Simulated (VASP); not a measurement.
# Cs2KCrSe6 (Fm-3m) in VASP: single point with PBEsol

Aim: the single point of Cs2KCrSe6 with PBEsol.

Program: VASP 6.6.1. These are calculated values, not measurements. Logs are shortened: lines on timing, memory, paths and dates and some standing lists are left out, and cuts for length are marked.

## Step 1: The cell of the first run

The structure is cubic, space group Fm-3m (No. 225). Conventional cell: a = 10.026 Å, b = 10.026 Å, c = 10.026 Å, α = 90.00°, β = 90.00°, γ = 90.00°. Within 3.8 Å of K (site symmetry m-3m) lie 6 Se at 2.86 Å. Within 2.9 Å of Cr (site symmetry m-3m) lie 6 Se at 2.16 Å. Within 2.9 Å of Se (site symmetry 4mm) lie 1 Cr at 2.16 Å and 1 K at 2.86 Å. Cs (site symmetry -43m) has 12 Se at 3.56 Å and 4 K at 4.34 Å and 4 Cr at 4.34 Å within 4.7 Å.

## Step 2: Single point, PBEsol

Input file INCAR:

```
ALGO = Normal ; EDIFF = 1E-6
ENCUT = 520 ; GGA = PS
ISIF = 2 ; ISMEAR = 1
LASPH = T ; LCHARG = F
LREAL = F ; LWAVE = F
NBANDS = 48 ; NELM = 80
PREC = Accurate ; SIGMA = 0.1725
```

Input file KPOINTS:

```
k-points
0
Gamma
  3 3 3
```

Input file POSCAR:

```
Cs2KCrSe6
1.0
    0.0000000000      5.0131390000      5.0131390000
    5.0131390000      0.0000000000      5.0131390000
    5.0131390000      5.0131390000      0.0000000000
K Cr Se Cs
1 1 6 2
Direct
    0.5000000000      0.5000000000      0.5000000000
    0.0000000000      0.0000000000      0.0000000000
    0.7850000000      0.2150000000      0.2150000000
    0.2150000000      0.7850000000      0.2150000000
    0.2150000000      0.7850000000      0.7850000000
    0.7850000000      0.2150000000      0.7850000000
    0.2150000000      0.2150000000      0.7850000000
    0.7850000000      0.7850000000      0.2150000000
    0.2500000000      0.2500000000      0.2500000000
    0.7500000000      0.7500000000      0.7500000000
```

Potentials or basis: VASP PAW PBE potentials, release 64 (K_sv, Cr_pv, Se, Cs_sv).

Started as:

```
> cat potpaw_PBE.64/K_sv/POTCAR potpaw_PBE.64/Cr_pv/POTCAR potpaw_PBE.64/Se/POTCAR potpaw_PBE.64/Cs_sv/POTCAR > POTCAR
> mpirun -np 1 vasp_std > vasp.out
```

OUTCAR:

```text
EDIFF = 1E-6
   ENCUT = 520
   GGA = PS
   ISIF = 2
   ISMEAR = 1
   LASPH = T
   LREAL = F
   NELM = 80
   PREC = Accurate

 ion  position               nearest neighbor table
   1  0.500  0.500  0.500-   3 2.86   4 2.86   5 2.86   6 2.86   7 2.86   8 2.86
   2  0.000  0.000  0.000-   3 2.16   4 2.16   5 2.16   6 2.16   7 2.16   8 2.16
   3  0.785  0.215  0.215-   2 2.16   1 2.86
   4  0.215  0.785  0.215-   2 2.16   1 2.86
   5  0.215  0.785  0.785-   2 2.16   1 2.86
   6  0.785  0.215  0.785-   2 2.16   1 2.86
   7  0.215  0.215  0.785-   2 2.16   1 2.86
   8  0.785  0.785  0.215-   2 2.16   1 2.86
   9  0.250  0.250  0.250-
  10  0.750  0.750  0.750-

  LATTYP: Found a face centered cubic cell.
 ALAT       =    10.0262780000

  Lattice vectors:

 A1 = (   0.0000000000,   5.0131390000,   5.0131390000)
 A2 = (   5.0131390000,   0.0000000000,   5.0131390000)
 A3 = (   5.0131390000,   5.0131390000,   0.0000000000)

Analysis of symmetry for initial positions (statically):
=====================================================================
 Subroutine PRICEL returns:
 Original cell was already a primitive cell.

 Routine SETGRP: Setting up the symmetry group for a
 face centered cubic supercell.

 Subroutine GETGRP returns: Found 48 space group operations
 (whereof 48 operations were pure point group operations)
 out of a pool of 48 trial point group operations.

The static configuration has the point symmetry O_h .

Analysis of symmetry for dynamics (positions and initial velocities):
=====================================================================
 Subroutine PRICEL returns:
 Original cell was already a primitive cell.

 Routine SETGRP: Setting up the symmetry group for a
 face centered cubic supercell.

 Subroutine GETGRP returns: Found 48 space group operations
 (whereof 48 operations were pure point group operations)
 out of a pool of 48 trial point group operations.

The dynamic configuration has the point symmetry O_h .

 Subroutine INISYM returns: Found 48 space group operations
 (whereof 48 operations are pure point group operations),
 and found     1 'primitive' translations

----------------------------------------------------------------------------------------

[... 92 lines left out ...]
   NFREE  =      0    steps in history (QN), initial steepest desc. (CG)
   ISIF   =      2    stress and relaxation
   ISYM   =      2    0-nonsym 1-usesym 2-fastsym
   POTIM  = 0.5000    time-step for ionic-motion
   TEBEG  =    0.0;   TEEND  =   0.0 temperature during run
   PSTRESS=    0.0 pullay stress
   NELECT =      75.0000    total number of electrons
   NUPDOWN=      -1.0000    fix difference up-down
   EMIN   =  10.00;   EMAX   =-10.00  energy-range for DOS
   EFERMI =   0.00;   METHOD = LEGACY
   ISMEAR =     1;   SIGMA  =   0.17  broadening in eV -4-tet -1-fermi 0-gaus
   EFERMI_NEDOS =   21; number of points for ismear=-14 and -15
   IALGO  =     38    algorithm
   IMIX   =      4    mixing-type and parameters
     AMIX     =   0.40;   BMIX     =  1.00
     AMIX_MAG =   1.60;   BMIX_MAG =  1.00
  volume/ion in A,a.u.               =      25.20       170.04
  Fermi-wavevector in a.u.,A,eV,Ry     =   1.093055  2.065575 16.255834  1.194770
  Thomas-Fermi vector in A             =   2.229333
   LORBIT       =      0    0 simple, 1 ext, 2 COOP (PROOUT), +10 PAW based schemes
   GGA     = PS    functional components
   LHFCALC =     F    Hartree Fock is set to
   AEXX    =    0.0000 exact exchange contribution
   IVDW    =     0    specifies the selected vdW correction
   LEPSILON=     F    determine dielectric tensor
   LRPA    =     F    only Hartree local field effects (RPA)
 non-spin polarized calculation
 Methfessel and Paxton  Order N= 1 SIGMA  =   0.17
  energy-cutoff  :      520.00
  volume of cell :      251.98
 maximum number of plane-waves:      6855
 NGX is ok and might be reduce to    54
   NGX = 27   NGY = 27   NGZ = 27

 number of electron      74.9999984 magnetization

 Free energy of the ion-electron system (eV)
  ---------------------------------------------------
  ext. energy  EPLUGINS =         0.00000000
  ---------------------------------------------------
  free energy    TOTEN  =       -37.02376532 eV

  energy without entropy =      -36.99113607  energy(sigma->0) =      -37.01288891

 E-fermi :   3.2422     XC(G=0):  -9.7193

 val. band max:        3.2110332788   @ k =   0.3333   0.0000   0.0000
 cond. band min:       3.2800593000   @ k =   0.3333   0.0000   0.0000
 fundamental gap:      0.0690260212
 Fermi energy:         3.2422121718

 k-point     1 :       0.0000    0.0000    0.0000
  band No.  band energies     occupation
      1     -40.4146      2.00000
      2     -40.4146      2.00000
      3     -40.4146      2.00000
      4     -25.6990      2.00000
      5     -17.5553      2.00000
      6     -17.5097      2.00000
[... 193 lines left out ...]
     47       8.9482      0.00000
     48       9.3511      0.00000

------------------------ aborting loop because EDIFF is reached ----------------------------------------

  FORCE on cell =-STRESS in cart. coord.  units (eV):
  Direction    XX          YY          ZZ          XY          YZ          ZX
  --------------------------------------------------------------------------------------
  -------------------------------------------------------------------------------------
  Total       22.7404570     22.7404570     22.7404570     -0.0000000      0.0000000     -0.0000000
  in kB      144.5940874    144.5940874    144.5940874     -0.0000000      0.0000000     -0.0000000
  external PRESSURE =     144.5940874 kB  Pullay stress =       0.0000000 kB

 VOLUME and BASIS-vectors are now :
 -----------------------------------------------------------------------------
  energy-cutoff  :      520.00
  volume of cell :      251.98
      direct lattice vectors                 reciprocal lattice vectors
     0.000000000  5.013139000  5.013139000    -0.099737909  0.099737909  0.099737909
     5.013139000  0.000000000  5.013139000     0.099737909 -0.099737909  0.099737909
     5.013139000  5.013139000  0.000000000     0.099737909  0.099737909 -0.099737909

 POSITION                                       TOTAL-FORCE (eV/Angst)
 -----------------------------------------------------------------------------------
      5.01314      5.01314      5.01314        -0.000000     -0.000000      0.000000
      0.00000      0.00000      0.00000        -0.000000     -0.000000      0.000000
      2.15565      5.01314      5.01314         3.529593     -0.000000      0.000000
      5.01314      2.15565      5.01314        -0.000000      3.529593      0.000000
      7.87063      5.01314      5.01314        -3.529593     -0.000000      0.000000
      5.01314      7.87063      5.01314        -0.000000     -3.529593      0.000000
      5.01314      5.01314      2.15565        -0.000000     -0.000000      3.529593
      5.01314      5.01314      7.87063        -0.000000     -0.000000     -3.529593
      2.50657      2.50657      2.50657        -0.000000      0.000000      0.000000
      7.51971      7.51971      7.51971        -0.000000     -0.000000      0.000000
 -----------------------------------------------------------------------------------
    total drift:                                0.000000     -0.000000      0.000000

  FREE ENERGIE OF THE ION-ELECTRON SYSTEM (eV)
  ---------------------------------------------------
  free  energy   TOTEN  =       -37.0237653215 eV

  energy  without entropy=      -36.9911360723  energy(sigma->0) =      -37.01288891
```

OSZICAR:

```text
N       E                     dE             d eps       ncg     rms          rms(c)
DAV:   1     0.578731663973E+03    0.57873E+03   -0.33866E+04   416   0.138E+03
DAV:   2     0.132313065259E+02   -0.56550E+03   -0.54955E+03   448   0.310E+02
DAV:   3    -0.402846886965E+02   -0.53516E+02   -0.51872E+02   520   0.928E+01
DAV:   4    -0.416639457870E+02   -0.13793E+01   -0.13735E+01   528   0.142E+01
DAV:   5    -0.417142131327E+02   -0.50267E-01   -0.50258E-01   632   0.200E+00    0.298E+01
DAV:   6    -0.652013960436E+02   -0.23487E+02   -0.13390E+02   432   0.576E+01    0.519E+01
DAV:   7    -0.366823594662E+02    0.28519E+02   -0.46721E+01   440   0.782E+01    0.847E+00
DAV:   8    -0.370961292574E+02   -0.41377E+00   -0.64266E+00   424   0.699E+00    0.410E+00
DAV:   9    -0.370344041066E+02    0.61725E-01   -0.34748E-01   448   0.253E+00    0.200E+00
DAV:  10    -0.370784643774E+02   -0.44060E-01   -0.37373E-01   512   0.240E+00    0.313E+00
DAV:  11    -0.370485803872E+02    0.29884E-01   -0.39392E-01   480   0.262E+00    0.247E+00
DAV:  12    -0.370257795267E+02    0.22801E-01   -0.10195E-01   456   0.135E+00    0.634E-01
DAV:  13    -0.370239287600E+02    0.18508E-02   -0.25485E-03   456   0.257E-01    0.223E-01
DAV:  14    -0.370237744901E+02    0.15427E-03   -0.20345E-04   528   0.713E-02    0.979E-02
DAV:  15    -0.370237685927E+02    0.58973E-05   -0.34242E-05   464   0.255E-02    0.288E-02
DAV:  16    -0.370237655706E+02    0.30221E-05   -0.88032E-06   472   0.139E-02    0.954E-03
DAV:  17    -0.370237653215E+02    0.24915E-06   -0.11682E-06   296   0.476E-03
   1 F= -.37023765E+02 E0= -.37012889E+02  d E =-.326292E-01
```

Run time: 2 min. Hardware: 1 thread of Intel Xeon Platinum 8375C at 2.90GHz (Ice Lake), shared host; peak memory 0.42 GiB.

Results:

```
Free energy            : -37.0238 eV
Pressure               : 14.5 GPa
Largest force          : 3.530 eV/Å
Band gap on the k mesh : zero (an odd number of electrons rules out a gap without spin polarisation)
```

Forces in eV/Å, atoms in the order of the input:
```
K    0.000  0.000  0.000
Cr   0.000  0.000  0.000
Se   3.530  0.000  0.000
Se   0.000  3.530  0.000
Se  -3.530  0.000  0.000
Se   0.000 -3.530  0.000
Se   0.000  0.000  3.530
Se   0.000  0.000 -3.530
Cs   0.000  0.000  0.000
Cs   0.000  0.000  0.000
```

Caveat: the k points lie up to 0.36 Å⁻¹ apart, too coarse for converged energies and pressures of a metal; the PAW data sets were made with another functional, which shifts forces and pressure a little; spin-orbit coupling is left out, which moves the levels of the heavy elements; the run has no spin polarisation, though such a crystal can be magnetic. Spin polarisation is off, so any magnetic state and its effect on volume and gap are missing.
